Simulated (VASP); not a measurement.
# BiTe (I4/mmm) in VASP: single point with r2SCAN

Aim: the single point of BiTe with r2SCAN.

Program: VASP 6.6.1. These are calculated values, not measurements. Logs are shortened: lines on timing, memory, paths and dates and some standing lists are left out, and cuts for length are marked.

**1. The cell of the first run**

It takes space group I4/mmm (No. 139, tetragonal). The conventional cell has a = 4.712 Å, b = 4.712 Å, c = 6.470 Å, α = 90.00°, β = 90.00°, γ = 90.00°. Bi (site symmetry 4/mmm) has 6 Te at 3.23 to 3.33 Å within 4.3 Å. Te (site symmetry 4/mmm) has 6 Bi at 3.23 to 3.33 Å within 4.3 Å.

**2. Single point, r2SCAN (strain +0.030 along x and y, +0.000 along z)**

Contents of POSCAR:

```
BiTe
1.0
    0.0000000000      3.3320500000      3.2350000000
    3.3320500000      0.0000000000      3.2350000000
    3.3320500000      3.3320500000      0.0000000000
Bi Te
1 1
Direct
    0.0000000000      0.0000000000      0.0000000000
    0.5000000000      0.5000000000      0.5000000000
```

Contents of INCAR.step1:

```
  PREC = Accurate
  ENCUT = 520
  ISMEAR = 0
  SIGMA = 0.15
  LREAL = F
  LASPH = T
  NELM = 60
  NBANDS = 18
  GGA = PE
  ALGO = Normal
  EDIFF = 1E-4
  LWAVE = T
  LCHARG = F
```

Contents of INCAR.step2:

```
  PREC = Accurate
  ENCUT = 520
  EDIFF = 1E-7
  ISMEAR = 0
  SIGMA = 0.15
  LREAL = F
  LASPH = T
  NELM = 60
  ALGO = Normal
  ISIF = 2
  LWAVE = F
  LCHARG = F
  METAGGA = R2SCAN
  LMIXTAU = T
  NBANDS = 18
  ISTART = 1
```

Contents of KPOINTS:

```
Automatic mesh
0
Gamma
  14 14 14
```

Potentials or basis: VASP PAW PBE potentials, release 64 (Bi_d, Te).

The run is started by

```bash
> cat potpaw_PBE.64/Bi_d/POTCAR potpaw_PBE.64/Te/POTCAR > POTCAR
> cp INCAR.step1 INCAR
> mpirun -np 1 vasp_std > vasp.out
> cp INCAR.step2 INCAR
> mpirun -np 1 vasp_std > vasp.out
```

OUTCAR:

```text
PREC = Accurate
   ENCUT = 520
   EDIFF = 1E-7
   ISMEAR = 0
   LREAL = F
   LASPH = T
   NELM = 60
   ISIF = 2
   METAGGA = R2SCAN
   ISTART = 1

 ion  position               nearest neighbor table
   1  0.000  0.000  0.000-   2 3.23   2 3.23   2 3.33   2 3.33   2 3.33   2 3.33
   2  0.500  0.500  0.500-   1 3.23   1 3.23   1 3.33   1 3.33   1 3.33   1 3.33

  LATTYP: Found a body centered tetragonal cell.
 ALAT       =     4.7122303005
 C/A-ratio  =     1.3730228761

  Lattice vectors:

 A1 = (   0.0000000000,  -3.3320500000,  -3.2350000000)
 A2 = (   0.0000000000,   3.3320500000,  -3.2350000000)
 A3 = (   3.3320500000,   0.0000000000,   3.2350000000)

Analysis of symmetry for initial positions (statically):
=====================================================================
 Subroutine PRICEL returns:
 Original cell was already a primitive cell.

 Routine SETGRP: Setting up the symmetry group for a
 body centered tetragonal supercell.

 Subroutine GETGRP returns: Found 16 space group operations
 (whereof 16 operations were pure point group operations)
 out of a pool of 16 trial point group operations.

The static configuration has the point symmetry D_4h.

Analysis of symmetry for dynamics (positions and initial velocities):
=====================================================================
 Subroutine PRICEL returns:
 Original cell was already a primitive cell.

 Routine SETGRP: Setting up the symmetry group for a
 body centered tetragonal supercell.

 Subroutine GETGRP returns: Found 16 space group operations
 (whereof 16 operations were pure point group operations)
 out of a pool of 16 trial point group operations.

The dynamic configuration has the point symmetry D_4h.

 Subroutine INISYM returns: Found 16 space group operations
 (whereof 16 operations are pure point group operations),
 and found     1 'primitive' translations

----------------------------------------------------------------------------------------

                                     Primitive cell

  volume of cell :      71.8335

  direct lattice vectors                    reciprocal lattice vectors
     0.000000000  3.332050000  3.235000000    -0.150057772  0.150057772  0.154559505
     3.332050000  0.000000000  3.235000000     0.150057772 -0.150057772  0.154559505
     3.332050000  3.332050000  0.000000000     0.150057772  0.150057772 -0.154559505

  length of vectors
     4.644112639  4.644112639  4.712230301     0.262532495  0.262532495  0.262532495

  position of ions in fractional coordinates (direct lattice)
     0.000000000  0.000000000  0.000000000
     0.500000000  0.500000000  0.500000000

  ion indices of the primitive-cell ions
   primitive index   ion index
                 1           1
                 2           2

----------------------------------------------------------------------------------------

 KPOINTS: Automatic mesh

Automatic generation of k-mesh.
 Grid dimensions read from file:
 generate k-points for:   14   14   14

 Generating k-lattice:

  Cartesian coordinates                     Fractional coordinates (reciprocal lattice)
    -0.010718412  0.010718412  0.011039965     0.071428571  0.000000000  0.000000000
     0.010718412 -0.010718412  0.011039965     0.000000000  0.071428571  0.000000000
     0.010718412  0.010718412 -0.011039965    -0.000000000 -0.000000000  0.071428571

  Length of vectors
     0.018752321  0.018752321  0.018752321

  Shift w.r.t. Gamma in fractional coordinates (k-lattice)
     0.000000000  0.000000000  0.000000000

 Subroutine IBZKPT returns following result:
 ===========================================

 Found    244 irreducible k-points:

 Following reciprocal coordinates:
            Coordinates               Weight
  0.000000  0.000000  0.000000      1.000000
  0.071429  0.000000  0.000000      8.000000
  0.142857  0.000000  0.000000      8.000000
  0.214286  0.000000  0.000000      8.000000
  0.285714  0.000000  0.000000      8.000000
  0.357143  0.000000  0.000000      8.000000
[... 16 lines left out ...]
  0.214286  0.142857  0.000000      8.000000
  0.285714  0.142857  0.000000      8.000000
 [... further k-points ...]
   k-points           NKPTS =    244   k-points in BZ     NKDIM =    244   number of bands    NBANDS=     18
   number of dos      NEDOS =    301   number of ions     NIONS =      2
   total plane-waves  NPLWV =  46656
   dimension x,y,z NGX =    36 NGY =   36 NGZ =   36
   dimension x,y,z NGXF=    72 NGYF=   72 NGZF=   72
   ions per type =               1   1
   NGX,Y,Z   is equivalent  to a cutoff of  12.89, 12.89, 12.70 a.u.
   NGXF,Y,Z  is equivalent  to a cutoff of  25.77, 25.77, 25.40 a.u.
 SYSTEM =  unknown system
   PREC   = accura    normal or accurate (medium, high low for compatibility)
   ISTART =      1    job   : 0-new  1-cont  2-samecut
   ICHARG =      0    charge: 1-file 2-atom 10-const
   ISPIN  =      1    spin polarized calculation?
   LNONCOLLINEAR =      F non collinear calculations
   LSORBIT =      F    spin-orbit coupling
   LASPH  =      T    aspherical Exc in radial PAW
   ENCUT  =  520.0 eV  38.22 Ry    6.18 a.u.   8.63  8.63  8.76*2*pi/ulx,y,z
   NELM   =     60;   NELMIN=  2; NELMDL=  0     # of ELM steps
   EDIFF  = 0.1E-06   stopping-criterion for ELM
   LREAL  =      F    real-space projection
   EDIFFG = 0.1E-05   stopping-criterion for IOM
   NSW    =      0    number of steps for IOM
   IBRION =     -1    ionic relax: 0-MD 1-quasi-New 2-CG
   NFREE  =      0    steps in history (QN), initial steepest desc. (CG)
   ISIF   =      2    stress and relaxation
   ISYM   =      2    0-nonsym 1-usesym 2-fastsym
   POTIM  = 0.5000    time-step for ionic-motion
   TEBEG  =    0.0;   TEEND  =   0.0 temperature during run
   PSTRESS=    0.0 pullay stress
   NELECT =      21.0000    total number of electrons
   NUPDOWN=      -1.0000    fix difference up-down
   EMIN   =  10.00;   EMAX   =-10.00  energy-range for DOS
   EFERMI =   0.00;   METHOD = LEGACY
   ISMEAR =     0;   SIGMA  =   0.15  broadening in eV -4-tet -1-fermi 0-gaus
   EFERMI_NEDOS =   21; number of points for ismear=-14 and -15
   IALGO  =     38    algorithm
   IMIX   =      4    mixing-type and parameters
     AMIX     =   0.40;   BMIX     =  1.00
     AMIX_MAG =   1.60;   BMIX_MAG =  1.00
  volume/ion in A,a.u.               =      35.92       242.38
  Fermi-wavevector in a.u.,A,eV,Ry     =   1.086523  2.053230 16.062109  1.180532
  Thomas-Fermi vector in A             =   2.222661
   LORBIT       =      0    0 simple, 1 ext, 2 COOP (PROOUT), +10 PAW based schemes
   METAGGA = R2SCAN    functional components
   LHFCALC =     F    Hartree Fock is set to
   AEXX    =    0.0000 exact exchange contribution
   IVDW    =     0    specifies the selected vdW correction
   LEPSILON=     F    determine dielectric tensor
   LRPA    =     F    only Hartree local field effects (RPA)
 non-spin polarized calculation
 Gauss-broadening in eV      SIGMA  =   0.15
  energy-cutoff  :      520.00
  volume of cell :       71.83
 maximum number of plane-waves:      1964
   NGX = 17   NGY = 17   NGZ = 17

 number of electron      21.0000000 magnetization

 Free energy of the ion-electron system (eV)
  ---------------------------------------------------
  ext. energy  EPLUGINS =         0.00000000
  ---------------------------------------------------
  free energy    TOTEN  =       -83.99005617 eV

  energy without entropy =      -83.97243528  energy(sigma->0) =      -83.98124572

 E-fermi :   5.8958     XC(G=0):  -9.7200

 val. band max:        5.8950362748   @ k =  -0.0714   0.1429   0.0714
 cond. band min:       5.8979423281   @ k =  -0.4286   0.1429   0.0000
 fundamental gap:      0.0029060533
 Fermi energy:         5.8957659096

 k-point     1 :       0.0000    0.0000    0.0000
  band No.  band energies     occupation
      1     -18.0101      2.00000
      2     -18.0019      2.00000
      3     -18.0019      2.00000
      4     -17.9890      2.00000
      5     -17.9872      2.00000
      6      -7.8609      2.00000
[... 10 lines left out ...]
     17      12.1778      0.00000
     18      12.6399      0.00000

 k-point     2 :       0.0714    0.0000    0.0000
  band No.  band energies     occupation
      1     -18.0103      2.00000
      2     -18.0018      2.00000
      3     -18.0017      2.00000
      4     -17.9890      2.00000
      5     -17.9871      2.00000
      6      -7.8162      2.00000
[... 10 lines left out ...]
     17      12.4654      0.00000
     18      12.8956      0.00000

 k-point     3 :       0.1429    0.0000    0.0000
  band No.  band energies     occupation
      1     -18.0108      2.00000
      2     -18.0014      2.00000
      3     -18.0011      2.00000
      4     -17.9892      2.00000
      5     -17.9867      2.00000
      6      -7.6828      2.00000
[... 10 lines left out ...]
     17      13.2036      0.00000
     18      13.5776      0.00000

 k-point     4 :       0.2143    0.0000    0.0000
  band No.  band energies     occupation
      1     -18.0116      2.00000
      2     -18.0008      2.00000
      3     -18.0005      2.00000
      4     -17.9893      2.00000
      5     -17.9861      2.00000
      6      -7.4626      2.00000
[... 375 lines left out ...]
      4     -17.9882      2.00000
      5     -17.9877      2.00000
      6      -7.6058      2.00000
[... 10 lines left out ...]
     17      12.4619      0.00000
     18      12.8721      0.00000

 k-point    23 :       0.2143    0.1429    0.0000
  band No.  band energies     occupation
      1     -18.0134      2.00000
      2     -17.9995      2.00000
      3     -17.9995      2.00000
      4     -17.9879      2.00000
      5     -17.9879      2.00000
      6      -7.4379      2.00000
[... 10 lines left out ...]
     17      12.8764      0.00000
     18      13.2476      0.00000

 k-point    24 :       0.2857    0.1429    0.0000
  band No.  band energies     occupation
      1     -18.0145      2.00000
      2     -17.9988      2.00000
      3     -17.9987      2.00000
      4     -17.9877      2.00000
      5     -17.9876      2.00000
      6      -7.1871      2.00000
[... 10 lines left out ...]
     17      13.6851      0.00000
     18      14.0426      0.00000

 [... further k-points ...]
[... 5 lines left out ...]
  --------------------------------------------------------------------------------------
  -------------------------------------------------------------------------------------
  Total       -1.4624145     -1.4624145     -0.5630429      0.0000000      0.0000000      0.0000000
  in kB      -32.6177325    -32.6177325    -12.5581234      0.0000000      0.0000000      0.0000000
  external PRESSURE =     -25.9311961 kB  Pullay stress =       0.0000000 kB

 VOLUME and BASIS-vectors are now :
 -----------------------------------------------------------------------------
  energy-cutoff  :      520.00
  volume of cell :       71.83
      direct lattice vectors                 reciprocal lattice vectors
     0.000000000  3.332050000  3.235000000    -0.150057772  0.150057772  0.154559505
     3.332050000  0.000000000  3.235000000     0.150057772 -0.150057772  0.154559505
     3.332050000  3.332050000  0.000000000     0.150057772  0.150057772 -0.154559505

 POSITION                                       TOTAL-FORCE (eV/Angst)
 -----------------------------------------------------------------------------------
      0.00000      0.00000      0.00000         0.000000     -0.000000      0.000000
      3.33205      3.33205      3.23500         0.000000      0.000000      0.000000
 -----------------------------------------------------------------------------------
    total drift:                               -0.000000      0.000000      0.000000

  FREE ENERGIE OF THE ION-ELECTRON SYSTEM (eV)
  ---------------------------------------------------
  free  energy   TOTEN  =       -83.9900561683 eV

  energy  without entropy=      -83.9724352799  energy(sigma->0) =      -83.98124572
```

It took 28 min on 1 thread of Oxide Virtual Turin-like, shared host; peak memory 0.42 GiB.

What came out:

```yaml
Free_energy: -83.9901 eV
Pressure: -2.6 GPa
Band_gap_on_the_k_mesh: zero (an odd number of electrons rules out a gap without spin polarisation)
```

Levels at points of the mesh, in eV from the Fermi level:
| k point | band 7 | band 8 | band 9 | band 10 | band 11 | band 12 | band 13 | band 14 |
| --- | --- | --- | --- | --- | --- | --- | --- | --- |
| (0.00, 0.00, 0.00) | -8.54 | -2.91 | -2.51 | -2.51 | 1.88 | 1.88 | 2.57 | 5.03 |
| (0.50, 0.00, 0.00) | -11.54 | -2.02 | -1.99 | -1.64 | -0.74 | -0.65 | -0.52 | 7.67 |
| (0.50, 0.50, 0.00) | -10.53 | -5.65 | -4.05 | -4.05 | 2.67 | 3.40 | 3.40 | 5.10 |
| (0.50, 0.00, 0.50) | -10.21 | -5.53 | -4.20 | -3.82 | 2.73 | 3.16 | 3.87 | 4.64 |

Caveat: the cell differs from its parent crystal (strain +0.030 along x and y, +0.000 along z); the PAW data sets were made with another functional, which shifts forces and pressure a little; spin-orbit coupling is left out, which moves the levels of the heavy elements; an odd number of electrons without spin polarisation forces a metal; a magnetic or distorted state may lie lower.
